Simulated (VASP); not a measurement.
Here is a VASP 6.6.1 calculation.

The input INCAR:

```
ALGO = Normal
EDIFF = 1E-6
ENCUT = 500
GGA = PE
GGA_COMPAT = False
ISIF = 2
ISMEAR = 0
LASPH = True
LCHARG = False
LREAL = False
LWAVE = False
NBANDS = 16
NELM = 120
PREC = Accurate
SIGMA = 0.01
```

KPOINTS

```
k-points
0
Gamma
  4 4 4
```

File POSCAR:

```
CdS
1.0
    0.0000000000      2.9090000000      2.9090000000
    2.9090000000      0.0000000000      2.9090000000
    2.9090000000      2.9090000000      0.0000000000
Cd S
1 1
Direct
    0.0000000000      0.0000000000      0.0000000000
    0.2500000000      0.2500000000      0.2500000000
```

Potentials or basis: VASP PAW PBE potentials, release 64 (Cd, S).

The run is started by

```sh
$ cat potpaw_PBE.64/Cd/POTCAR potpaw_PBE.64/S/POTCAR > POTCAR
$ mpirun -np 1 vasp_std > vasp.out
```

Task: What does it give for the band gap on the k mesh?

Result: 1.16 eV, direct.

Task: Estimate the pressure.

Result: 3.9 GPa.

Caveat: the k points lie up to 0.47 Å⁻¹ apart. Expect the measured gap to be larger: semilocal functionals such as PBE lack the derivative discontinuity.
